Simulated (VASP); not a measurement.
# AlN (F-43m) in VASP: a series of runs

AlN is run at these levels: r2SCAN, HSE06; tasks: relaxation of cell and atoms, single point.

Everything below comes from runs of VASP 6.6.1. Logs are shortened: lines on timing, memory, paths and dates and some standing lists are left out, and cuts for length are marked.

### 1 The cell of the first run

It takes space group F-43m (No. 216, cubic). Conventional cell: a = 4.403 Å, b = 4.403 Å, c = 4.403 Å, α = 90.00°, β = 90.00°, γ = 90.00°. Al (site symmetry -43m) has 4 N at 1.91 Å within 2.5 Å. Within 2.5 Å of N (site symmetry -43m) lie 4 Al at 1.91 Å.

### 2 Relaxation of cell and atoms, r2SCAN

POSCAR

```
AlN
1.0
    0.0000000000      2.2015870983      2.2015870983
    2.2015870983      0.0000000000      2.2015870983
    2.2015870983      2.2015870983      0.0000000000
Al N
1 1
Direct
    0.0000000000      0.0000000000      0.0000000000
    0.7500000000      0.7500000000      0.7500000000
```

INCAR.step1

```
SYSTEM = AlN
PREC = Accurate
ENCUT = 600
ISMEAR = -1
SIGMA = 0.02
LREAL = .False.
LASPH = .True.
NELM = 100
GGA = PE
ALGO = Normal
EDIFF = 1E-4
LWAVE = .True.
LCHARG = .False.
```

INCAR.step2

```
SYSTEM = AlN
PREC = Accurate
ENCUT = 600
EDIFF = 1E-6
ISMEAR = -1
SIGMA = 0.02
LREAL = .False.
LASPH = .True.
NELM = 100
ALGO = Normal
ISIF = 3
LWAVE = .False.
LCHARG = .False.
METAGGA = R2SCAN
LMIXTAU = .True.
IBRION = 2
NSW = 80
EDIFFG = -0.005
ISTART = 1
```

KPOINTS

```
Automatic mesh
0
Gamma
  10 10 10
  0 0 0
```

Potentials or basis: VASP PAW PBE potentials, release 64 (Al, N).

Launch:

```sh
$ cat potpaw_PBE.64/Al/POTCAR potpaw_PBE.64/N/POTCAR > POTCAR
$ cp INCAR.step1 INCAR
$ mpirun -np 1 vasp_std > vasp.out
$ cp INCAR.step2 INCAR
$ mpirun -np 1 vasp_std > vasp.out
```

OUTCAR:

```text
SYSTEM = AlN
   PREC = Accurate
   ENCUT = 600
   EDIFF = 1E-6
   ISMEAR = -1
   LREAL = .False.
   LASPH = .True.
   NELM = 100
   ISIF = 3
   METAGGA = R2SCAN
   IBRION = 2
   NSW = 80
   EDIFFG = -0.005
   ISTART = 1

 ion  position               nearest neighbor table
   1  0.000  0.000  0.000-   2 1.91   2 1.91   2 1.91   2 1.91
   2  0.750  0.750  0.750-   1 1.91   1 1.91   1 1.91   1 1.91

  LATTYP: Found a face centered cubic cell.
 ALAT       =     4.4031741966

  Lattice vectors:

 A1 = (   0.0000000000,   2.2015870983,   2.2015870983)
 A2 = (   2.2015870983,   0.0000000000,   2.2015870983)
 A3 = (   2.2015870983,   2.2015870983,   0.0000000000)

Analysis of symmetry for initial positions (statically):
=====================================================================
 Subroutine PRICEL returns:
 Original cell was already a primitive cell.

 Routine SETGRP: Setting up the symmetry group for a
 face centered cubic supercell.

 Subroutine GETGRP returns: Found 24 space group operations
 (whereof 24 operations were pure point group operations)
 out of a pool of 48 trial point group operations.

The static configuration has the point symmetry T_d .

Analysis of symmetry for dynamics (positions and initial velocities):
=====================================================================
 Subroutine PRICEL returns:
 Original cell was already a primitive cell.

 Routine SETGRP: Setting up the symmetry group for a
 face centered cubic supercell.

 Subroutine GETGRP returns: Found 24 space group operations
 (whereof 24 operations were pure point group operations)
 out of a pool of 48 trial point group operations.

The dynamic configuration has the point symmetry T_d .

 Subroutine INISYM returns: Found 24 space group operations
 (whereof 24 operations are pure point group operations),
 and found     1 'primitive' translations

----------------------------------------------------------------------------------------

                                     Primitive cell

  volume of cell :      21.3421

  direct lattice vectors                    reciprocal lattice vectors
     0.000000000  2.201587098  2.201587098    -0.227108889  0.227108889  0.227108889
     2.201587098  0.000000000  2.201587098     0.227108889 -0.227108889  0.227108889
     2.201587098  2.201587098  0.000000000     0.227108889  0.227108889 -0.227108889

  length of vectors
     3.113514333  3.113514333  3.113514333     0.393364135  0.393364135  0.393364135

  position of ions in fractional coordinates (direct lattice)
     0.000000000  0.000000000  0.000000000
     0.750000000  0.750000000  0.750000000

  ion indices of the primitive-cell ions
   primitive index   ion index
                 1           1
                 2           2

----------------------------------------------------------------------------------------

 KPOINTS: Automatic mesh

Automatic generation of k-mesh.
 Grid dimensions read from file:
 generate k-points for:   10   10   10

 Generating k-lattice:

  Cartesian coordinates                     Fractional coordinates (reciprocal lattice)
    -0.022710889  0.022710889  0.022710889     0.100000000  0.000000000  0.000000000
     0.022710889 -0.022710889  0.022710889     0.000000000  0.100000000  0.000000000
     0.022710889  0.022710889 -0.022710889     0.000000000  0.000000000  0.100000000

  Length of vectors
     0.039336413  0.039336413  0.039336413

  Shift w.r.t. Gamma in fractional coordinates (k-lattice)
     0.000000000  0.000000000  0.000000000

 Subroutine IBZKPT returns following result:
 ===========================================

 Found     47 irreducible k-points:

 Following reciprocal coordinates:
            Coordinates               Weight
  0.000000  0.000000  0.000000      1.000000
  0.100000  0.000000  0.000000      8.000000
  0.200000  0.000000  0.000000      8.000000
  0.300000  0.000000  0.000000      8.000000
  0.400000  0.000000  0.000000      8.000000
  0.500000  0.000000  0.000000      4.000000
[... 16 lines left out ...]
  0.300000  0.300000  0.000000      6.000000
  0.400000  0.300000  0.000000     24.000000
 [... further k-points ...]
   k-points           NKPTS =     47   k-points in BZ     NKDIM =     47   number of bands    NBANDS=      8
   number of dos      NEDOS =    301   number of ions     NIONS =      2
   total plane-waves  NPLWV =  21952
   dimension x,y,z NGX =    28 NGY =   28 NGZ =   28
   dimension x,y,z NGXF=    56 NGYF=   56 NGZF=   56
   ions per type =               1   1
   NGX,Y,Z   is equivalent  to a cutoff of  14.95, 14.95, 14.95 a.u.
   NGXF,Y,Z  is equivalent  to a cutoff of  29.90, 29.90, 29.90 a.u.
 SYSTEM =  AlN
   PREC   = accura    normal or accurate (medium, high low for compatibility)
   ISTART =      1    job   : 0-new  1-cont  2-samecut
   ICHARG =      0    charge: 1-file 2-atom 10-const
   ISPIN  =      1    spin polarized calculation?
   LNONCOLLINEAR =      F non collinear calculations
   LSORBIT =      F    spin-orbit coupling
   LASPH  =      T    aspherical Exc in radial PAW
   ENCUT  =  600.0 eV  44.10 Ry    6.64 a.u.   6.22  6.22  6.22*2*pi/ulx,y,z
   NELM   =    100;   NELMIN=  2; NELMDL=  0     # of ELM steps
   EDIFF  = 0.1E-05   stopping-criterion for ELM
   LREAL  =      F    real-space projection
   EDIFFG = -.5E-02   stopping-criterion for IOM
   NSW    =     80    number of steps for IOM
   IBRION =      2    ionic relax: 0-MD 1-quasi-New 2-CG
   NFREE  =      1    steps in history (QN), initial steepest desc. (CG)
   ISIF   =      3    stress and relaxation
   ISYM   =      2    0-nonsym 1-usesym 2-fastsym
   POTIM  = 0.5000    time-step for ionic-motion
   TEBEG  =    0.0;   TEEND  =   0.0 temperature during run
   PSTRESS=    0.0 pullay stress
   NELECT =       8.0000    total number of electrons
   NUPDOWN=      -1.0000    fix difference up-down
   EMIN   =  10.00;   EMAX   =-10.00  energy-range for DOS
   EFERMI =   0.00;   METHOD = LEGACY
   ISMEAR =    -1;   SIGMA  =   0.02  broadening in eV -4-tet -1-fermi 0-gaus
   EFERMI_NEDOS =   21; number of points for ismear=-14 and -15
   IALGO  =     38    algorithm
   IMIX   =      4    mixing-type and parameters
     AMIX     =   0.40;   BMIX     =  1.00
     AMIX_MAG =   1.60;   BMIX_MAG =  1.00
  volume/ion in A,a.u.               =      10.67        72.01
  Fermi-wavevector in a.u.,A,eV,Ry     =   1.180390  2.230614 18.957286  1.393321
  Thomas-Fermi vector in A             =   2.316684
   LORBIT       =      0    0 simple, 1 ext, 2 COOP (PROOUT), +10 PAW based schemes
   METAGGA = R2SCAN    functional components
   LHFCALC =     F    Hartree Fock is set to
   AEXX    =    0.0000 exact exchange contribution
   IVDW    =     0    specifies the selected vdW correction
   LEPSILON=     F    determine dielectric tensor
   LRPA    =     F    only Hartree local field effects (RPA)
 conjugate gradient relaxation of ions
 non-spin polarized calculation
  energy-cutoff  :      600.00
  volume of cell :       21.34
 maximum number of plane-waves:       728
 NGX is ok and might be reduce to    28
   NGX = 13   NGY = 13   NGZ = 13

--------------------------------------- Ionic step        1  -------------------------------------------

 number of electron       8.0000000 magnetization

 Free energy of the ion-electron system (eV)
  ---------------------------------------------------
  ext. energy  EPLUGINS =         0.00000000
  ---------------------------------------------------
  free energy    TOTEN  =       -19.17192265 eV

  energy without entropy =      -19.17192265  energy(sigma->0) =      -19.17192265

------------------------ aborting loop because EDIFF is reached ----------------------------------------

  FORCE on cell =-STRESS in cart. coord.  units (eV):
  Direction    XX          YY          ZZ          XY          YZ          ZX
  --------------------------------------------------------------------------------------
  -------------------------------------------------------------------------------------
  Total       -0.6589613     -0.6589613     -0.6589613      0.0000000      0.0000000     -0.0000000
  in kB      -49.4689688    -49.4689688    -49.4689688      0.0000000      0.0000000     -0.0000000
  external PRESSURE =     -49.4689688 kB  Pullay stress =       0.0000000 kB
[... 93 lines left out ...]
  energy  without entropy=      -19.1799396220  energy(sigma->0) =      -19.17993962

--------------------------------------- Ionic step        4  -------------------------------------------

 number of electron       7.9999999 magnetization

 Free energy of the ion-electron system (eV)
  ---------------------------------------------------
  ext. energy  EPLUGINS =         0.00000000
  ---------------------------------------------------
  free energy    TOTEN  =       -19.17993888 eV

  energy without entropy =      -19.17993888  energy(sigma->0) =      -19.17993888

 E-fermi :   6.1865     XC(G=0): -11.4202

 val. band max:        5.6975459377   @ k =   0.0000   0.0000   0.0000
 cond. band min:       9.6325027908   @ k =   0.5000   0.5000   0.0000
 fundamental gap:      3.9349568531
 Fermi energy:         6.1864966065

 k-point     1 :       0.0000    0.0000    0.0000
  band No.  band energies     occupation
      1     -10.0474      2.00000
      2       5.6975      2.00000
      3       5.6975      2.00000
      4       5.6975      2.00000
      5      10.5941      0.00000
      6      19.2240      0.00000
      7      19.2240      0.00000
      8      19.2240      0.00000
[... 243 lines left out ...]
 k-point    24 :       0.4000    0.3000    0.0000
  band No.  band energies     occupation
      1      -8.0581      2.00000
      2       1.5048      2.00000
      3       3.9780      2.00000
      4       4.2704      2.00000
      5      11.2720      0.00000
      6      16.1216      0.00000
      7      19.0029      0.00000
      8      21.3877      0.00000

 [... further k-points ...]

------------------------ aborting loop because EDIFF is reached ----------------------------------------

  FORCE on cell =-STRESS in cart. coord.  units (eV):
  Direction    XX          YY          ZZ          XY          YZ          ZX
  --------------------------------------------------------------------------------------
  -------------------------------------------------------------------------------------
  Total        0.0025253      0.0025253      0.0025253     -0.0000000      0.0000000     -0.0000000
  in kB        0.1942887      0.1942887      0.1942887     -0.0000000      0.0000000     -0.0000000
  external PRESSURE =       0.1942887 kB  Pullay stress =       0.0000000 kB
[... 17 lines left out ...]
  FREE ENERGIE OF THE ION-ELECTRON SYSTEM (eV)
  ---------------------------------------------------
  free  energy   TOTEN  =       -19.1799388836 eV

  energy  without entropy=      -19.1799388836  energy(sigma->0) =      -19.17993888

 reached required accuracy - stopping structural energy minimisation
```

Run time: 2 min. Hardware: 1 thread of Intel Xeon Platinum 8488C (Sapphire Rapids), shared host; peak memory 0.16 GiB.

Results:

| Property | Result |
| --- | --- |
| Free energy | -19.1799 eV |
| Relaxed volume | 10.41 Å³/atom |
| Relaxed cell | a = 3.088 Å, b = 3.088 Å, c = 3.088 Å, α = 60.00°, β = 60.00°, γ = 60.00° |
| Space group after relaxing (to 0.1 Å) | F-43m (No. 216) |
| Energy gained by relaxing | 4.0 meV/atom |
| Ionic steps | 4 |
| Pressure after relaxing | 0.0 GPa |
| Band gap on the k mesh | 3.94 eV (least direct gap 4.90 eV) |

The path:
```
step  energy change (eV)  largest force (eV/Å)  pressure (GPa)  volume (Å³)
   1              0.0000                0.0000           -4.95        21.34
   2             -0.0001                0.0000            5.24        20.34
   3             -0.0080                0.0000           -0.08        20.83
   4             -0.0080                0.0000            0.02        20.82
```

Final structure:
```
Al N
1.0
     0.00000    2.18365    2.18365
     2.18365    0.00000    2.18365
     2.18365    2.18365    0.00000
Al N
1 1
Direct
  0.00000 0.00000 0.00000
  0.75000 0.75000 0.75000
```

Levels at points of the mesh, in eV from the valence-band top:
```
           k point  band 1  band 2  band 3  band 4  band 5  band 6  band 7  band 8
(0.00, 0.00, 0.00)  -15.74    0.00    0.00    0.00    4.90   13.53   13.53   13.53
(0.50, 0.00, 0.00)  -13.73   -5.90   -0.49   -0.49    8.22   10.83   11.95   11.95
(0.50, 0.50, 0.00)  -13.10   -4.95   -1.81   -1.81    3.94    9.48   15.21   16.96
```

Caveat: the PAW data sets were made with another functional, which shifts forces and pressure a little. A k mesh can miss the band edges.

### 3 Single point, HSE06

This run uses another cell than the first one, of 10.40 Å³/atom.

POSCAR

```
AlN
1.0
    0.0000000000      2.1826920340      2.1826920340
    2.1826920340      0.0000000000      2.1826920340
    2.1826920340      2.1826920340      0.0000000000
Al N
1 1
Direct
    0.0000000000      0.0000000000      0.0000000000
    0.7500000000      0.7500000000      0.7500000000
```

INCAR.step1

```
PREC = Accurate
ENCUT = 520
EDIFF = 1E-5
ISMEAR = -1
SIGMA = 0.02
LREAL = False
LASPH = True
NELM = 80
ALGO = Normal
ISIF = 2
LWAVE = True
LCHARG = False
NBANDS = 11
GGA = PE
```

INCAR.step2

```
PREC = Accurate
ENCUT = 520
EDIFF = 1E-7
ISMEAR = -1
SIGMA = 0.02
LREAL = False
LASPH = True
NELM = 80
ALGO = Normal
ISIF = 2
LWAVE = False
LCHARG = False
GGA = PE
LHFCALC = True
HFSCREEN = 0.2079
PRECFOCK = Normal
NBANDS = 11
ISTART = 1
```

KPOINTS

```
regular mesh
0
Gamma
  6 6 6
```

Potentials or basis: VASP PAW PBE potentials, release 64 (Al, N).

Launch:

```sh
$ cat potpaw_PBE.64/Al/POTCAR potpaw_PBE.64/N/POTCAR > POTCAR
$ cp INCAR.step1 INCAR
$ mpirun -np 1 vasp_std > vasp.out
$ cp INCAR.step2 INCAR
$ mpirun -np 1 vasp_std > vasp.out
```

It took 4.9 min on 1 thread of Intel Xeon Platinum 8488C (Sapphire Rapids), shared host; peak memory 0.24 GiB.

The run converged. Its results:

```yaml
Free_energy: -17.3950 eV
Pressure: -0.2 GPa
Band_gap_on_the_k_mesh: 4.56 eV (least direct gap 5.57 eV)
```

Levels at points of the mesh, in eV from the valence-band top:
| k point | band 2 | band 3 | band 4 | band 5 | band 6 | band 7 |
| --- | --- | --- | --- | --- | --- | --- |
| (0.00, 0.00, 0.00) | 0.00 | 0.00 | 0.00 | 5.57 | 14.26 | 14.26 |
| (0.50, 0.00, 0.00) | -6.36 | -0.53 | -0.53 | 8.89 | 11.65 | 12.77 |
| (0.50, 0.50, 0.00) | -5.34 | -1.95 | -1.95 | 4.56 | 10.09 | 16.13 |

Caveat: the PAW data sets were made with another functional, which shifts forces and pressure a little. A k mesh can miss the band edges.
